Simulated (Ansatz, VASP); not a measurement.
## BN in VASP and in Ansatz

File INCAR:

```
PREC = Accurate ; ENCUT = 600
EDIFF = 1E-6 ; ISMEAR = -1
SIGMA = 0.01 ; LREAL = F
LASPH = T ; NELM = 120
ALGO = Normal ; ISIF = 2
LWAVE = F ; LCHARG = T
GGA = PE ; LELF = T
LVHAR = T ; NBANDS = 11
GGA_COMPAT = F
```

Contents of KPOINTS:

```
Automatic mesh
0
Gamma
  8 8 8
```

File POSCAR:

```
BN
1.0
    0.0000000000      1.8120551922      1.8120551922
    1.8120551922      0.0000000000      1.8120551922
    1.8120551922      1.8120551922      0.0000000000
B N
1 1
Direct
    0.0000000000      0.0000000000      0.0000000000
    0.2499999997      0.2499999997      0.2499999997
```

Input for Ansatz:

```yaml
crystal:
  lattice:
    - [0.0, 1.8120551922, 1.8120551922]
    - [1.8120551922, 0.0, 1.8120551922]
    - [1.8120551922, 1.8120551922, 0.0]
  atoms:
    - { symbol: B, position: [0.0, 0.0, 0.0] }
    - { symbol: "N", position: [0.2499999997, 0.2499999997, 0.2499999997] }
basis:
  ecutwfc: 420.0
  ecutrho_ratio: 4
  xc_grid: 2
  precision: f64
hamiltonian:
  pseudopotentials: { kind: paw, azcp: { folder: soft_1 } }
  xc: pbe
scf:
  max_iter: 100
  occupations: { method: fermi_dirac, width: 0.01 }
kpoints:
  mp_grid: { grid: [8, 8, 8] }
  band_path: { path: [VBM, CBM], npoints: 1 }
checkpoint:
  write: "../edges0.hse06.run"
  compress: false
  write_wavefunctions: true
  write_every: 100000
```

Alike in both runs: task single point; functional PBE; k mesh 8 × 8 × 8; occupations fermi-dirac, width 0.01 eV; no spin polarisation.

|  | VASP | Ansatz |
| --- | --- | --- |
| version | VASP 6.6.1 | Ansatz 0.2.0 |
| potentials or method | VASP PAW PBE potentials, release 64 (B, N), cutoff 600 eV | plane-wave PAW DFT |
| valence electrons in the cell | 8 | 8 |

|  | VASP | Ansatz | Ansatz less VASP |
| --- | --- | --- | --- |
| gap on the k mesh at the Fermi level (eV) | 4.45 | 4.46 | +0.007 |

The functional is the same, so the differences come from potentials, cutoffs and numerics.
